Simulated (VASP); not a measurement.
# PdPt2Se3 (P4/mmm) in VASP: relaxation of cell and atoms with PBE

Aim: the relaxation of cell and atoms of PdPt2Se3 with PBE.

Everything below comes from runs of VASP 6.6.1. Logs are shortened: lines on timing, memory, paths and dates and some standing lists are left out, and cuts for length are marked.

**1. The cell of the first run**

The structure is tetragonal, space group P4/mmm (No. 123). The conventional cell has a = 5.091 Å, b = 5.091 Å, c = 7.113 Å, α = 90.00°, β = 90.00°, γ = 90.00°. Within 3.1 Å of Pd (site symmetry 4/mmm) lie 2 Se at 2.37 Å and 4 Pt at 2.55 Å. Pt (site symmetry mmm) has 2 Pd at 2.55 Å and 2 Se at 2.55 Å within 3.4 Å. Within 3.1 Å of Se (site symmetry 4mm) lie 1 Pd at 2.37 Å and 1 Se at 2.37 Å. Within 3.4 Å of Se (site symmetry 4/mmm) lie 4 Pt at 2.55 Å.

**2. Relaxation of cell and atoms, PBE**

Input file INCAR:

```
ALGO = Normal
EDIFF = 1E-6
EDIFFG = -0.01
ENCUT = 600
GGA = PE
IBRION = 2
ISIF = 3
ISMEAR = 0
LASPH = True
LCHARG = False
LREAL = False
LWAVE = False
NELM = 80
NSW = 100
PREC = Accurate
SIGMA = 0.1
```

Input file KPOINTS:

```
k-points
0
Gamma
  8 8 6
```

Input file POSCAR:

```
PdPt2Se3
1.0
    5.0910910146      0.0000000000      0.0000000000
    0.0000000000      5.0910910146      0.0000000000
    0.0000000000      0.0000000000      7.1126487749
Pd Pt Se
1 2 3
Direct
    0.5000000000      0.5000000000      0.0000000000
    0.0000000000      0.5000000000      0.0000000000
    0.5000000000      0.0000000000      0.0000000000
    0.5000000000      0.5000000000      0.3330761001
    0.5000000000      0.5000000000      0.6669238999
    0.0000000000      0.0000000000      0.0000000000
```

Potentials or basis: VASP PAW PBE potentials, release 64 (Pd, Pt, Se).

On the command line:

```
cat potpaw_PBE.64/Pd/POTCAR potpaw_PBE.64/Pt/POTCAR potpaw_PBE.64/Se/POTCAR > POTCAR
mpirun -np 1 vasp_std > vasp.out
```

OUTCAR:

```text
EDIFF = 1E-6
   EDIFFG = -0.01
   ENCUT = 600
   GGA = PE
   IBRION = 2
   ISIF = 3
   ISMEAR = 0
   LASPH = True
   LREAL = False
   NELM = 80
   NSW = 100
   PREC = Accurate

 ion  position               nearest neighbor table
   1  0.500  0.500  0.000-   4 2.37   5 2.37   2 2.55   3 2.55   3 2.55   2 2.55
   2  0.000  0.500  0.000-   1 2.55   6 2.55   6 2.55   1 2.55
   3  0.500  0.000  0.000-   1 2.55   6 2.55   1 2.55   6 2.55
   4  0.500  0.500  0.333-   1 2.37   5 2.37
   5  0.500  0.500  0.667-   1 2.37   4 2.37
   6  0.000  0.000  0.000-   2 2.55   3 2.55   2 2.55   3 2.55

  LATTYP: Found a simple tetragonal cell.
 ALAT       =     5.0910910146
 C/A-ratio  =     1.3970775133

  Lattice vectors:

 A1 = (   5.0910910146,   0.0000000000,   0.0000000000)
 A2 = (   0.0000000000,   5.0910910146,   0.0000000000)
 A3 = (   0.0000000000,   0.0000000000,   7.1126487749)

Analysis of symmetry for initial positions (statically):
=====================================================================
 Subroutine PRICEL returns:
 Original cell was already a primitive cell.

 Routine SETGRP: Setting up the symmetry group for a
 simple tetragonal supercell.

 Subroutine GETGRP returns: Found 16 space group operations
 (whereof 16 operations were pure point group operations)
 out of a pool of 16 trial point group operations.

The static configuration has the point symmetry D_4h.

Analysis of symmetry for dynamics (positions and initial velocities):
=====================================================================
 Subroutine PRICEL returns:
 Original cell was already a primitive cell.

 Routine SETGRP: Setting up the symmetry group for a
 simple tetragonal supercell.

 Subroutine GETGRP returns: Found 16 space group operations
 (whereof 16 operations were pure point group operations)
 out of a pool of 16 trial point group operations.

The dynamic configuration has the point symmetry D_4h.

 Subroutine INISYM returns: Found 16 space group operations
 (whereof 16 operations are pure point group operations),
 and found     1 'primitive' translations

----------------------------------------------------------------------------------------

                                     Primitive cell

  volume of cell :     184.3542

  direct lattice vectors                    reciprocal lattice vectors
[... 102 lines left out ...]
   ISYM   =      2    0-nonsym 1-usesym 2-fastsym
   POTIM  = 0.5000    time-step for ionic-motion
   TEBEG  =    0.0;   TEEND  =   0.0 temperature during run
   PSTRESS=    0.0 pullay stress
   NELECT =      48.0000    total number of electrons
   NUPDOWN=      -1.0000    fix difference up-down
   EMIN   =  10.00;   EMAX   =-10.00  energy-range for DOS
   EFERMI =   0.00;   METHOD = LEGACY
   ISMEAR =     0;   SIGMA  =   0.10  broadening in eV -4-tet -1-fermi 0-gaus
   EFERMI_NEDOS =   21; number of points for ismear=-14 and -15
   IALGO  =     38    algorithm
   IMIX   =      4    mixing-type and parameters
     AMIX     =   0.40;   BMIX     =  1.00
     AMIX_MAG =   1.60;   BMIX_MAG =  1.00
  volume/ion in A,a.u.               =      30.73       207.35
  Fermi-wavevector in a.u.,A,eV,Ry     =   1.045372  1.975467 14.868484  1.092803
  Thomas-Fermi vector in A             =   2.180165
   LORBIT       =      0    0 simple, 1 ext, 2 COOP (PROOUT), +10 PAW based schemes
   GGA     = PE    functional components
   LHFCALC =     F    Hartree Fock is set to
   AEXX    =    0.0000 exact exchange contribution
   IVDW    =     0    specifies the selected vdW correction
   LEPSILON=     F    determine dielectric tensor
   LRPA    =     F    only Hartree local field effects (RPA)
 conjugate gradient relaxation of ions
 non-spin polarized calculation
 Gauss-broadening in eV      SIGMA  =   0.10
  energy-cutoff  :      600.00
  volume of cell :      184.35
 maximum number of plane-waves:      6200
 NGX is ok and might be reduce to    42
   NGX = 21   NGY = 21   NGZ = 29

--------------------------------------- Ionic step        1  -------------------------------------------

 number of electron      48.0000003 magnetization

 Free energy of the ion-electron system (eV)
  ---------------------------------------------------
  ext. energy  EPLUGINS =         0.00000000
  ---------------------------------------------------
  free energy    TOTEN  =       -24.80367529 eV

  energy without entropy =      -24.78023050  energy(sigma->0) =      -24.79195289

------------------------ aborting loop because EDIFF is reached ----------------------------------------

  FORCE on cell =-STRESS in cart. coord.  units (eV):
  Direction    XX          YY          ZZ          XY          YZ          ZX
  --------------------------------------------------------------------------------------
  -------------------------------------------------------------------------------------
  Total       -0.0651601     -0.0651601     -0.6129282      0.0000000     -0.0000000      0.0000000
  in kB       -0.5662906     -0.5662906     -5.3268090      0.0000000     -0.0000000      0.0000000
  external PRESSURE =      -2.1531300 kB  Pullay stress =       0.0000000 kB
[... 227 lines left out ...]
--------------------------------------- Ionic step        7  -------------------------------------------

 number of electron      48.0000002 magnetization

 Free energy of the ion-electron system (eV)
  ---------------------------------------------------
  ext. energy  EPLUGINS =         0.00000000
  ---------------------------------------------------
  free energy    TOTEN  =       -24.80498310 eV

  energy without entropy =      -24.78188883  energy(sigma->0) =      -24.79343596

 E-fermi :   1.8294     XC(G=0):  -8.2507

 val. band max:        1.8246083881   @ k =   0.5000   0.0000   0.5000
 cond. band min:       1.8346166211   @ k =   0.5000   0.0000   0.3333
 fundamental gap:      0.0100082331
 Fermi energy:         1.8294301503

 k-point     1 :       0.0000    0.0000    0.0000
  band No.  band energies     occupation
      1     -12.3132      2.00000
      2     -11.7749      2.00000
      3      -9.6492      2.00000
      4      -4.5302      2.00000
      5      -3.2886      2.00000
      6      -3.1139      2.00000
[... 733 lines left out ...]
     27       3.1836      0.00000
     28       4.3782      0.00000

 [... further k-points ...]

------------------------ aborting loop because EDIFF is reached ----------------------------------------

  FORCE on cell =-STRESS in cart. coord.  units (eV):
  Direction    XX          YY          ZZ          XY          YZ          ZX
  --------------------------------------------------------------------------------------
  -------------------------------------------------------------------------------------
  Total       -0.0339952     -0.0339952     -0.0085544      0.0000000      0.0000000      0.0000000
  in kB       -0.2964699     -0.2964699     -0.0746023      0.0000000      0.0000000      0.0000000
  external PRESSURE =      -0.2225141 kB  Pullay stress =       0.0000000 kB
[... 21 lines left out ...]
  FREE ENERGIE OF THE ION-ELECTRON SYSTEM (eV)
  ---------------------------------------------------
  free  energy   TOTEN  =       -24.8049830966 eV

  energy  without entropy=      -24.7818888262  energy(sigma->0) =      -24.79343596

 reached required accuracy - stopping structural energy minimisation
```

OSZICAR:

```text
N       E                     dE             d eps       ncg     rms          rms(c)
DAV:   1     0.308904336150E+03    0.30890E+03   -0.22747E+04  3360   0.166E+03
DAV:   2    -0.323186131073E+01   -0.31214E+03   -0.30061E+03  4140   0.284E+02
DAV:   3    -0.246563955618E+02   -0.21425E+02   -0.19956E+02  4008   0.703E+01
[... 62 lines left out ...]
DAV:   3    -0.248050206077E+02    0.89082E-04   -0.56763E-04  3708   0.258E-01    0.478E-02
DAV:   4    -0.248049937851E+02    0.26823E-04   -0.14316E-04  3924   0.108E-01    0.240E-02
DAV:   5    -0.248049847504E+02    0.90347E-05   -0.33688E-05  3804   0.405E-02    0.142E-02
DAV:   6    -0.248049837218E+02    0.10286E-05   -0.23550E-06  2048   0.913E-03    0.702E-03
DAV:   7    -0.248049830966E+02    0.62514E-06   -0.83479E-07  1704   0.611E-03
   7 F= -.24804983E+02 E0= -.24793436E+02  d E =-.442190E-04
```

CONTCAR:

```text
PdPt2Se3
   1.00000000000000
     5.0915532827790146    0.0000000000000000    0.0000000000000000
     0.0000000000000000    5.0915532827790146   -0.0000000000000000
     0.0000000000000000    0.0000000000000000    7.0867562862687592
  Pd              Pt              Se
     1     2     3
Direct
     0.5000000000000000    0.5000000000000000    1.0000000000000000
     1.0000000000000000    0.5000000000000000    1.0000000000000000
     0.5000000000000000    1.0000000000000000    1.0000000000000000
     0.5000000000000000    0.5000000000000000    0.3334940026515589
     0.5000000000000000    0.5000000000000000    0.6665059973484412
     1.0000000000000000    1.0000000000000000    1.0000000000000000

  0.00000000E+00  0.00000000E+00  0.00000000E+00
  0.00000000E+00  0.00000000E+00  0.00000000E+00
  0.00000000E+00  0.00000000E+00  0.00000000E+00
  0.00000000E+00  0.00000000E+00  0.00000000E+00
  0.00000000E+00  0.00000000E+00  0.00000000E+00
  0.00000000E+00  0.00000000E+00  0.00000000E+00
```

It took 22 min on 1 thread of Intel Xeon Platinum 8488C (Sapphire Rapids), shared host; peak memory 0.61 GiB.

What came out:

| Property | Result |
| --- | --- |
| Free energy | -24.8050 eV |
| Relaxed volume | 30.62 Å³/atom |
| Relaxed cell | a = 5.092 Å, b = 5.092 Å, c = 7.087 Å, α = 90.00°, β = 90.00°, γ = 90.00° |
| Space group after relaxing (to 0.05 Å) | P4/mmm (No. 123) |
| Energy gained by relaxing | 0.2 meV/atom |
| Ionic steps | 7 |
| Pressure after relaxing | 0.0 GPa |
| Band gap on the k mesh | zero (band 24 reaches 2.27 eV, above the bottom of band 25 at 1.44 eV) |

The path:
| step | energy change (eV) | largest force (eV/Å) | pressure (GPa) | volume (Å³) |
| --- | --- | --- | --- | --- |
| 1 | 0.0000 | 0.0516 | -0.22 | 184.35 |
| 2 | -0.0011 | 0.0147 | 0.13 | 183.25 |
| 3 | -0.0013 | 0.0248 | 0.05 | 183.53 |
| 4 | -0.0013 | 0.0259 | 0.05 | 183.55 |
| 5 | -0.0009 | 0.0392 | -0.09 | 183.95 |
| 6 | -0.0013 | 0.0259 | 0.03 | 183.56 |
| 7 | -0.0013 | 0.0008 | -0.02 | 183.72 |

Final structure:
```
Pd Pt Se
1.0
     5.09155    0.00000    0.00000
     0.00000    5.09155    0.00000
     0.00000    0.00000    7.08676
Pd Pt Se
1 2 3
Direct
  0.50000 0.50000 0.00000
  0.00000 0.50000 0.00000
  0.50000 0.00000 0.00000
  0.50000 0.50000 0.33349
  0.50000 0.50000 0.66651
  0.00000 0.00000 0.00000
```

Caveat: spin-orbit coupling is left out, which moves the levels of the heavy elements.
